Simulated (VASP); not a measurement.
Here is a VASP 6.6.1 calculation.

File INCAR:

```
SYSTEM = Ta
  ALGO = Normal
  EDIFF = 1E-6
  EDIFFG = -0.04
  ENCUT = 600
  GGA = PE
  IBRION = 2
  ISIF = 3
  ISMEAR = 0
  LASPH = .True.
  LCHARG = .False.
  LREAL = .False.
  LWAVE = .False.
  NELM = 100
  NSW = 90
  PREC = Accurate
  SIGMA = 0.1
```

The input KPOINTS:

```
k-points
0
Gamma
  4 4 4
  0 0 0
```

File POSCAR:

```
Ta
1.0
    0.0000000000      3.9976485100      3.9976485100
    3.9976485100      0.0000000000      3.9976485100
    3.9976485100      3.9976485100      0.0000000000
Ta
6
Direct
    0.6250000000      0.6250000000      0.6250000000
    0.6250000000      0.6250000000      0.1250000000
    0.6250000000      0.1250000000      0.6250000000
    0.1250000000      0.6250000000      0.6250000000
    0.0000000000      0.0000000000      0.0000000000
    0.2500000000      0.2500000000      0.2500000000
```

Potentials or basis: VASP PAW PBE potentials, release 64 (Ta_pv).

The run is started by

```bash
$ cat potpaw_PBE.64/Ta_pv/POTCAR > POTCAR
$ mpirun -np 1 vasp_std > vasp.out
```

(1) Predict the relaxed volume.

(2) Predict the relaxed cell.

(3) Predict the band gap on the k mesh.

(4) Estimate the space group after relaxing (to 0.05 Å).

## Answers

(1) 18.89 Å³/atom.

(2) a = 5.432 Å, b = 5.432 Å, c = 5.432 Å, α = 60.00°, β = 60.00°, γ = 60.00°.

(3) zero (band 33 reaches 5.08 eV, above the bottom of band 34 at 4.77 eV).

(4) Fd-3m (No. 227).

Caveat: spin-orbit coupling is left out, which moves the levels of the heavy elements.
